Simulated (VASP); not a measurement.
Input of a VASP 6.6.1 run:

File INCAR:

```
SYSTEM = Si3C
  ALGO = Normal
  EDIFF = 1E-6
  ENCUT = 520
  GGA = PE
  ISIF = 2
  ISMEAR = 0
  LASPH = .TRUE.
  LCHARG = .FALSE.
  LREAL = .FALSE.
  LWAVE = .FALSE.
  NBANDS = 16
  NELM = 100
  PREC = Accurate
  SIGMA = 0.1
```

The input KPOINTS:

```
k-points
0
G
  18 16 8
  0 0 0
```

Contents of POSCAR:

```
Si3C
1.0
    2.4961914276      0.0000000000      0.0000000000
    0.0000000000      2.8539657136      0.0000000000
    0.0000000000      0.0000000000      7.2274929454
Si C
3 1
Direct
    0.0000000000      0.5000000000      0.1849921962
    0.0000000000      0.0000000000      0.5000000000
    0.0000000000      0.5000000000      0.8150078038
    0.0000000000      0.0000000000      0.0000000000
```

Potentials or basis: VASP PAW PBE potentials, release 64 (Si, C).

Command:

```bash
$ cat potpaw_PBE.64/Si/POTCAR potpaw_PBE.64/C/POTCAR > POTCAR
$ mpirun -np 1 vasp_std > vasp.out
```

(1) Predict the pressure.

(2) What does it give for the largest force?

(3) Predict the band gap on the k mesh.

Answers

(1) 0.0 GPa.

(2) 0.007 eV/Å.

(3) zero (bands 8 and 9 overlap by 4.80 eV).
